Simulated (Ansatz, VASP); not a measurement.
One calculation of Al3GaO6, two programs

```
Al Ga O
1.0
     6.04727   -1.49130    0.00065
     6.04727    1.49130    0.00065
    -1.35450    0.00000    5.55723
Al Ga O
3 1 6
Cartesian
  3.2231 0.0000 3.8132
  10.7067 0.0000 1.1287
  -0.0176 0.0000 4.4025
  7.5182 0.0000 1.7577
  5.1051 0.0000 4.1264
  5.5781 0.0000 1.4148
  9.4459 0.0000 2.4369
  1.3442 0.0000 3.2075
  1.8151 0.0000 0.5531
  8.9814 0.0000 4.9518
```

Alike in both runs: task single point; functional r2SCAN; k mesh 8 × 8 × 4; occupations gaussian, width 0.02 eV; no spin polarisation.

```csv
,VASP,Ansatz
version,VASP 6.6.1,Ansatz 0.2.0
potentials or method,"VASP PAW PBE potentials, release 64 (Al, Ga_d, O), cutoff 520 eV","scalar-relativistic, plane waves, PAW"
valence electrons in the cell,58,58
```

Ansatz gave:

| Quantity | Value |
| --- | --- |
| gap on the k mesh at the Fermi level (eV) | 4.43 |
| least direct gap on the mesh (eV) | 4.66 |
| pressure (GPa) | -6.9 |
| traceless stress, the component that is largest in VASP (GPa) | -0.54 |
| rms of the force components (eV/Å) | 0.059 |

**Question.** Which values does VASP return?

**Answer.** gap on the k mesh at the Fermi level (eV): 4.43; least direct gap on the mesh (eV): 4.67; pressure (GPa): -6.7; traceless stress, the component that is largest in VASP (GPa): -0.44; rms of the force components (eV/Å): 0.046.

VASP's potentials were made for PBE, not for r2SCAN. Atom by atom the forces differ by 0.031 eV/Å (rms over components).
